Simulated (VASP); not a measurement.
# Co (P6_3/mmc) in VASP: notebook, part 2 of 2

VASP 6.6.1. Earlier steps stand in the parts before.

**3. Single point, PBEsol, collinear spin, antiferromagnetic start**

This run uses another cell than the first one, of 10.64 Å³/atom, 0.925 times its volume.

Input file INCAR:

```
SYSTEM = Co
PREC = Accurate ; ENCUT = 520
EDIFF = 1E-7 ; ISMEAR = -1
SIGMA = 0.05 ; LREAL = .False.
LASPH = .True. ; NELM = 150
ALGO = Normal ; ISIF = 2
LWAVE = .False. ; LCHARG = .False.
ISPIN = 2 ; MAGMOM = 2 -2
LORBIT = 11 ; LMAXMIX = 4
GGA = PS ; NBANDS = 20
```

Input file KPOINTS:

```
regular mesh
0
Gamma
  12 12 7
  0 0 0
```

Input file POSCAR:

```
Co
1.0
    2.4719999032      0.0000000000      0.0000000000
   -1.2359999516      2.1408147143      0.0000000000
    0.0000000000      0.0000000000      4.0211440800
Co
2
Direct
    0.6666666667      0.3333333333      0.7500000000
    0.3333333333      0.6666666667      0.2500000000
```

Potentials or basis: VASP PAW PBE potentials, release 64 (Co).

On the command line:

```sh
$ cat potpaw_PBE.64/Co/POTCAR > POTCAR
$ mpirun -np 1 vasp_std > vasp.out
```

OUTCAR:

```text
SYSTEM = Co
   PREC = Accurate
   ENCUT = 520
   EDIFF = 1E-7
   ISMEAR = -1
   LREAL = .False.
   LASPH = .True.
   NELM = 150
   ISIF = 2
   ISPIN = 2
   LORBIT = 11
   GGA = PS

 ion  position               nearest neighbor table
   1  0.667  0.333  0.750-   2 2.47   2 2.47   2 2.47   2 2.47   2 2.47   2 2.47
   2  0.333  0.667  0.250-   1 2.47   1 2.47   1 2.47   1 2.47   1 2.47   1 2.47

  LATTYP: Found a hexagonal cell.
 ALAT       =     2.4719999032
 C/A-ratio  =     1.6266764715

  Lattice vectors:

 A1 = (   2.4719999032,   0.0000000000,   0.0000000000)
 A2 = (  -1.2359999516,   2.1408147143,   0.0000000000)
 A3 = (   0.0000000000,   0.0000000000,   4.0211440800)

Analysis of symmetry for initial positions (statically):
=====================================================================
 Subroutine PRICEL returns:
 Original cell was already a primitive cell.

 Routine SETGRP: Setting up the symmetry group for a
 hexagonal supercell.

 Subroutine GETGRP returns: Found 24 space group operations
 (whereof 12 operations were pure point group operations)
 out of a pool of 24 trial point group operations.

The static configuration has the point symmetry D_3d.
 The point group associated with its full space group is D_6h.

Analysis of symmetry for dynamics (positions and initial velocities):
=====================================================================
 Subroutine PRICEL returns:
 Original cell was already a primitive cell.

 Routine SETGRP: Setting up the symmetry group for a
 hexagonal supercell.

 Subroutine GETGRP returns: Found 24 space group operations
 (whereof 12 operations were pure point group operations)
 out of a pool of 24 trial point group operations.

The dynamic configuration has the point symmetry D_3d.
 The point group associated with its full space group is D_6h.

Analysis of structural, dynamic, and magnetic symmetry:
=====================================================================
 Subroutine PRICEL returns:
 Original cell was already a primitive cell.

[... 145 lines left out ...]
 number of electron      17.9999990 magnetization       0.0000000

 number of electron      17.9999990 magnetization      -0.0000000

 Free energy of the ion-electron system (eV)
  ---------------------------------------------------
  ext. energy  EPLUGINS =         0.00000000
  ---------------------------------------------------
  free energy    TOTEN  =       -15.05520261 eV

  energy without entropy =      -15.00689819  energy(sigma->0) =      -15.03105040

 E-fermi :  10.3259     XC(G=0): -13.7095

 val. band max:       10.3238457373   @ k =   0.5000   0.0000   0.2857
 cond. band min:      10.3276472533   @ k =   0.1667   0.0833   0.4286
 fundamental gap:      0.0038015160
 Fermi energy:        10.3258568364

 spin component 1

 k-point     1 :       0.0000    0.0000    0.0000
  band No.  band energies     occupation
      1       1.2814      1.00000
      2       5.5127      1.00000
      3       8.2542      1.00000
      4       8.2542      1.00000
      5       8.4057      1.00000
      6       9.0903      1.00000
[... 541 lines left out ...]
     19      33.8690      0.00000
     20      35.5507      0.00000

 [... further k-points ...]

 spin component 2

 k-point     1 :       0.0000    0.0000    0.0000
  band No.  band energies     occupation
      1       1.2814      1.00000
      2       5.5127      1.00000
      3       8.2542      1.00000
      4       8.2542      1.00000
      5       8.4057      1.00000
      6       9.0903      1.00000
[... 541 lines left out ...]
     19      33.8690      0.00000
     20      35.5507      0.00000

 [... further k-points ...]
[... 5 lines left out ...]
  --------------------------------------------------------------------------------------
  -------------------------------------------------------------------------------------
  Total       -1.8681829     -1.8681829     -2.1029740      0.0000000     -0.0000000      0.0000000
  in kB     -140.6542343   -140.6542343   -158.3314945      0.0000000     -0.0000000      0.0000000
  external PRESSURE =    -146.5466543 kB  Pullay stress =       0.0000000 kB

 VOLUME and BASIS-vectors are now :
 -----------------------------------------------------------------------------
  energy-cutoff  :      520.00
  volume of cell :       21.28
      direct lattice vectors                 reciprocal lattice vectors
     2.471999903  0.000000000  0.000000000     0.404530760  0.233555943  0.000000000
    -1.235999952  2.140814714  0.000000000     0.000000000  0.467111887  0.000000000
     0.000000000  0.000000000  4.021144080     0.000000000  0.000000000  0.248685444

 POSITION                                       TOTAL-FORCE (eV/Angst)
 -----------------------------------------------------------------------------------
      1.23600      0.71360      3.01586         0.000000      0.000000      0.000000
     -0.00000      1.42721      1.00529        -0.000000      0.000000      0.000000
 -----------------------------------------------------------------------------------
    total drift:                                0.000000     -0.000000     -0.000000

  FREE ENERGIE OF THE ION-ELECTRON SYSTEM (eV)
  ---------------------------------------------------
  free  energy   TOTEN  =       -15.0552026121 eV

  energy  without entropy=      -15.0068981873  energy(sigma->0) =      -15.03105040

 total charge

# of ion       s       p       d       tot
------------------------------------------
    1        0.492   0.538   7.277   8.307
    2        0.492   0.538   7.277   8.307
--------------------------------------------------
tot          0.984   1.076  14.555  16.615

 magnetization (x)

# of ion       s       p       d       tot
------------------------------------------
    1       -0.000   0.005   0.751   0.756
    2        0.000  -0.005  -0.751  -0.756
--------------------------------------------------
tot          0.000   0.000   0.000   0.000
```

OSZICAR:

```text
N       E                     dE             d eps       ncg     rms          rms(c)
DAV:   1     0.828095571705E+02    0.82810E+02   -0.80328E+03  6472   0.123E+03
DAV:   2    -0.133197213063E+02   -0.96129E+02   -0.86877E+02  6152   0.218E+02
DAV:   3    -0.177923801413E+02   -0.44727E+01   -0.42652E+01  6912   0.563E+01
DAV:   4    -0.178605161954E+02   -0.68136E-01   -0.68077E-01  7468   0.613E+00
DAV:   5    -0.178625199871E+02   -0.20038E-02   -0.20037E-02  7192   0.102E+00    0.163E+01
DAV:   6    -0.155481422688E+02    0.23144E+01   -0.82368E+00  6908   0.620E+01    0.648E+00
DAV:   7    -0.150892581846E+02    0.45888E+00   -0.14437E+00  6932   0.226E+01    0.303E+00
DAV:   8    -0.150639966180E+02    0.25262E-01   -0.22978E-02  8908   0.204E+00    0.111E+00
DAV:   9    -0.150552663045E+02    0.87303E-02   -0.59937E-03 10524   0.140E+00    0.479E-01
DAV:  10    -0.150545378530E+02    0.72845E-03   -0.68175E-03  9504   0.162E+00    0.261E-01
DAV:  11    -0.150550704736E+02   -0.53262E-03   -0.21798E-03 10012   0.863E-01    0.130E-01
DAV:  12    -0.150551475449E+02   -0.77071E-04   -0.46595E-04  9564   0.353E-01    0.311E-02
DAV:  13    -0.150551704770E+02   -0.22932E-04   -0.10142E-04 10608   0.183E-01    0.352E-02
DAV:  14    -0.150551867818E+02   -0.16305E-04   -0.37388E-05 10464   0.113E-01    0.252E-02
DAV:  15    -0.150551996312E+02   -0.12849E-04   -0.11981E-04  9000   0.217E-01    0.131E-02
DAV:  16    -0.150552020735E+02   -0.24423E-05   -0.64605E-05 10088   0.156E-01    0.299E-03
DAV:  17    -0.150552026175E+02   -0.54398E-06   -0.55326E-06  8992   0.346E-02    0.853E-04
DAV:  18    -0.150552026121E+02    0.54149E-08   -0.61626E-08  3780   0.422E-03
   1 F= -.15055203E+02 E0= -.15031050E+02  d E =-.483044E-01  mag=     0.0000
```

Run time: 1.8 min. Hardware: 1 thread of AMD EPYC 7R13, shared host; peak memory 0.14 GiB.

What came out:

```
Free energy                                           : -15.0552 eV
Pressure                                              : -14.7 GPa
Band gap on the k mesh                                : zero (filled and empty bands overlap)
Net moment                                            : 0.00 μB per cell
Site moments                                          : Co +0.76, -0.76 μB
Valence electrons inside the program's atomic spheres : Co 8.31
```

Stress tensor (GPa, compression positive):
```
-14.07   0.00   0.00
  0.00 -14.07   0.00
  0.00   0.00 -15.83
```

Levels at points of the mesh, in eV from the Fermi level:
Spin up:
```tsv
k point	band 6	band 7	band 8	band 9	band 10	band 11	band 12	band 13
(0.00, 0.00, 0.00)	-1.24	-1.24	-1.22	-1.22	-0.21	0.18	0.18	6.89
(0.50, 0.00, 0.00)	-1.83	-1.45	-0.10	0.36	0.79	1.88	3.89	9.95
```
Spin down:
| k point | band 6 | band 7 | band 8 | band 9 | band 10 | band 11 | band 12 | band 13 |
| --- | --- | --- | --- | --- | --- | --- | --- | --- |
| (0.00, 0.00, 0.00) | -1.24 | -1.24 | -1.22 | -1.22 | -0.21 | 0.18 | 0.18 | 6.89 |
| (0.50, 0.00, 0.00) | -1.83 | -1.45 | -0.10 | 0.36 | 0.79 | 1.88 | 3.89 | 9.95 |

Caveat: the PAW data sets were made with another functional, which shifts forces and pressure a little.

**4. Single point, PBEsol, collinear spin, ferromagnetic start (volume scaled by 0.98)**

Input file INCAR:

```
SYSTEM = Co
PREC = Accurate
ENCUT = 520
EDIFF = 1E-6
ISMEAR = -1
SIGMA = 0.05
LREAL = .FALSE.
LASPH = .TRUE.
NELM = 150
ALGO = Fast
ISIF = 2
LWAVE = .FALSE.
LCHARG = .FALSE.
ISPIN = 2
MAGMOM = 2 2
LORBIT = 11
LMAXMIX = 4
GGA = PS
NBANDS = 20
```

Input file KPOINTS:

```
Automatic mesh
0
G
  12 12 7
  0 0 0
```

Input file POSCAR:

```
Co
1.0
    2.4554087999      0.0000000000      0.0000000000
   -1.2277044000      2.1264463974      0.0000000000
    0.0000000000      0.0000000000      3.9941557227
Co
2
Direct
    0.6666666667      0.3333333333      0.7500000000
    0.3333333333      0.6666666667      0.2500000000
```

On the command line:

```sh
$ cat potpaw_PBE.64/Co/POTCAR > POTCAR
$ mpirun -np 1 vasp_std > vasp.out
```

Wall time 69 s (1 thread of Intel Xeon Platinum 8259CL at 2.50GHz (Skylake/Cascade Lake), shared host); peak memory 0.16 GiB.

The run converged. Its results:

```
Free energy                                           : -15.4733 eV
Pressure                                              : -2.3 GPa
Net moment                                            : 3.13 μB per cell
Site moments                                          : Co +1.57 μB
Valence electrons inside the program's atomic spheres : Co 8.35
```

Stress tensor (GPa, compression positive):
```
-1.34  0.00  0.00
 0.00 -1.34  0.00
 0.00  0.00 -4.15
```

Levels at points of the mesh, in eV from the Fermi level:
Spin up:
```
           k point  band 8  band 9  band 10  band 11  band 12  band 13  band 14  band 15
(0.00, 0.00, 0.00)   -1.88   -1.88    -0.73    -0.73    -0.22     6.61    22.34    25.34
(0.50, 0.00, 0.00)   -0.57   -0.50    -0.41     1.43     3.53     9.92    10.62    13.05
```
Spin down:
| k point | band 3 | band 4 | band 5 | band 6 | band 7 | band 8 | band 9 | band 10 | band 11 | band 12 |
| --- | --- | --- | --- | --- | --- | --- | --- | --- | --- | --- |
| (0.00, 0.00, 0.00) | -1.10 | -1.04 | -1.04 | -0.66 | -0.66 | -0.20 | -0.18 | -0.18 | 1.08 | 1.08 |
| (0.50, 0.00, 0.00) | -3.45 | -1.89 | -1.18 | -1.13 | -0.69 | 1.24 | 1.35 | 1.41 | 2.66 | 4.51 |

Caveat: the cell differs from its parent crystal (volume scaled by 0.98); the PAW data sets were made with another functional, which shifts forces and pressure a little.

**5. Single point, PBEsol, collinear spin, ferromagnetic start (volume scaled by 1.04)**

Input file INCAR:

```
  PREC = Accurate
  ENCUT = 520
  EDIFF = 1E-7
  ISMEAR = -1
  SIGMA = 0.05
  LREAL = F
  LASPH = T
  NELM = 150
  ALGO = Normal
  ISIF = 2
  LWAVE = F
  LCHARG = F
  ISPIN = 2
  MAGMOM = 2 2
  LORBIT = 11
  LMAXMIX = 4
  GGA = PS
  NBANDS = 20
```

Input file KPOINTS:

```
Automatic mesh
0
Gamma
  12 12 7
```

Input file POSCAR:

```
Co
1.0
    2.5045299482      0.0000000000      0.0000000000
   -1.2522649741      2.1689865596      0.0000000000
    0.0000000000      0.0000000000      4.0740599388
Co
2
Direct
    0.6666666667      0.3333333333      0.7500000000
    0.3333333333      0.6666666667      0.2500000000
```

On the command line:

```sh
$ cat potpaw_PBE.64/Co/POTCAR > POTCAR
$ mpirun -np 1 vasp_std > vasp.out
```

Run time: 71 s. Hardware: 1 thread of Intel Xeon Platinum 8259CL at 2.50GHz (Skylake/Cascade Lake), shared host; peak memory 0.17 GiB.

It converged, with:

```
Free energy                                           : -15.4067 eV
Pressure                                              : -13.9 GPa
Net moment                                            : 3.27 μB per cell
Site moments                                          : Co +1.65 μB
Valence electrons inside the program's atomic spheres : Co 8.23
```

Stress tensor (GPa, compression positive):
```
-12.99   0.00   0.00
  0.00 -12.99   0.00
  0.00   0.00 -15.58
```

Levels at points of the mesh, in eV from the Fermi level:
Spin up:
```tsv
k point	band 9	band 10	band 11	band 12	band 13	band 14
(0.00, 0.00, 0.00)	-1.89	-0.84	-0.84	-0.19	6.07	21.83
(0.50, 0.00, 0.00)	-0.63	-0.56	1.24	3.21	9.44	10.06
```
Spin down:
| k point | band 4 | band 5 | band 6 | band 7 | band 8 | band 9 | band 10 | band 11 |
| --- | --- | --- | --- | --- | --- | --- | --- | --- |
| (0.00, 0.00, 0.00) | -0.91 | -0.91 | -0.56 | -0.56 | -0.18 | -0.13 | -0.13 | 1.04 |
| (0.50, 0.00, 0.00) | -1.78 | -1.04 | -1.00 | -0.60 | 1.19 | 1.28 | 1.34 | 2.50 |

Caveat: the cell differs from its parent crystal (volume scaled by 1.04); the PAW data sets were made with another functional, which shifts forces and pressure a little.

**6. Summary**

| level | spin | cell | k mesh | gap on the mesh (eV) | pressure (GPa) | moment (μB) |
| --- | --- | --- | --- | --- | --- | --- |
| PBE | collinear, ferromagnetic start | a = 2.571, b = 2.571, c = 4.021 Å, angles 90.0, 90.0, 120.0°, 2 atoms | 10 × 10 × 6 | none | -10.7 | 3.32 |
| PBEsol | collinear, antiferromagnetic start | a = 2.472, b = 2.472, c = 4.021 Å, angles 90.0, 90.0, 120.0°, 2 atoms | 12 × 12 × 7 | none | -14.7 | 0.00 |
| PBEsol | collinear, ferromagnetic start | a = 2.455, b = 2.455, c = 3.994 Å, angles 90.0, 90.0, 120.0°, 2 atoms | 12 × 12 × 7 | none | -2.3 | 3.13 |
| PBEsol | collinear, ferromagnetic start | a = 2.505, b = 2.505, c = 4.074 Å, angles 90.0, 90.0, 120.0°, 2 atoms | 12 × 12 × 7 | none | -13.9 | 3.27 |

Alike in all rows: task single point; potentials or basis VASP PAW PBE potentials, release 64 (Co); cutoff (eV) 520; smearing fermi-dirac 0.05 eV.

Caveats: the PAW data sets were made with another functional, which shifts forces and pressure a little (some runs).

Total energies depend on the potentials used, so only differences within one code and one set of settings carry meaning.
